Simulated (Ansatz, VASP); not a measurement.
**One calculation of Si, two programs**

```
CELL_PARAMETERS angstrom
0.00000 2.70083 2.70083
2.70083 0.00000 2.70083
2.70083 2.70083 0.00000
ATOMIC_POSITIONS crystal
Si 0.50000 0.50000 0.50000
Si 0.75000 0.75000 0.75000
```

Alike in both runs: task relaxation of cell and atoms; functional LDA; k mesh 12 × 12 × 12; no spin polarisation.

```csv
,VASP,Ansatz
version,VASP 6.6.1,Ansatz 0.2.0
potentials or method,"VASP PAW LDA potentials, release 64 (Si), cutoff 600 eV","scalar-relativistic, plane waves, PAW"
occupations,"gaussian, width 0.01 eV",fixed
valence electrons in the cell,8,8
```

Ansatz gave:

| Property | Result |
| --- | --- |
| gap on the k mesh at the Fermi level, each at its own relaxed structure (eV) | 0.44 |
| relaxed volume (Å³/atom) | 19.70 |
| relaxed cell length with the largest relative difference (Å) | 3.820 |

Task: What did VASP give for the same quantities?

Result: gap on the k mesh at the Fermi level, each at its own relaxed structure (eV): 0.44; relaxed volume (Å³/atom): 19.72; relaxed cell length with the largest relative difference (Å): 3.820.

Ansatz warns that its potentials were made for another functional, while VASP's fit it. LDA's correlation is that of Perdew and Zunger in VASP and of Perdew and Wang (1992) in Ansatz.
